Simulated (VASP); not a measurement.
Set up this calculation in VASP 6.6.1, as the native input.

```
Task                   : single point
Functional             : PBE
Potentials or basis    : VASP PAW PBE potentials, release 64 (Co_sv, O)
Cutoff                 : 700 eV
k mesh                 : 12 × 12 × 12
Occupations            : gaussian, width 0.02 eV
Spin                   : collinear spin, ferromagnetic start
Starting moments       : [2.79, 0.3] μB
Hubbard terms          : Co d U = 3.32 eV
Dipole correction      : no
Further INCAR settings : ALGO = Normal; EDIFF = 1e-06; NBANDS = 22
```

The structure of CoO lies in POSCAR:

```
CoO
1.0
    1.4288838134      0.8249664542      2.3007894517
   -1.4288838134      0.8249664542      2.3007894517
    0.0000000000     -1.6499329086      2.3007894517
Co O
1 1
Direct
    0.0000000000      0.0000000000      0.0000000000
    0.5000000000      0.5000000000      0.5000000000
```

The input as run:

INCAR

```
SYSTEM = CoO
  ALGO = Normal
  EDIFF = 1E-6
  ENCUT = 700
  GGA = PE
  GGA_COMPAT = .FALSE.
  ISIF = 2
  ISMEAR = 0
  ISPIN = 2
  LASPH = .TRUE.
  LCHARG = .FALSE.
  LDAU = .TRUE.
  LDAUJ = 0 0
  LDAUL = 2 -1
  LDAUPRINT = 1
  LDAUTYPE = 2
  LDAUU = 3.32 0
  LMAXMIX = 4
  LORBIT = 11
  LREAL = .FALSE.
  LWAVE = .FALSE.
  MAGMOM = 2.79 0.3
  NBANDS = 22
  NELM = 200
  PREC = Accurate
  SIGMA = 0.02
```

KPOINTS

```
k-points
0
G
  12 12 12
  0 0 0
```

Potentials or basis: VASP PAW PBE potentials, release 64 (Co_sv, O).

Run with:

```bash
$ cat potpaw_PBE.64/Co_sv/POTCAR potpaw_PBE.64/O/POTCAR > POTCAR
$ mpirun -np 1 vasp_std > vasp.out
```

It gave:

```json
{
 "Pressure": "49.1 GPa",
 "Band gap on the k mesh": "zero (filled and empty bands overlap)",
 "Net moment": "3.00 μB per cell",
 "Site moments": "Co +2.66; O +0.28 μB",
 "Valence electrons inside the program's atomic spheres": "Co 15.01; O 5.11"
}
```

Caveat: the cell stands under pressure; a cell with one magnetic atom can't hold antiferromagnetic order, which such compounds often take.

Wall time 2.1 min on 1 thread of AMD EPYC 9R45 96-Core Processor (Zen 5) (shared host), peak memory 0.24 GiB.
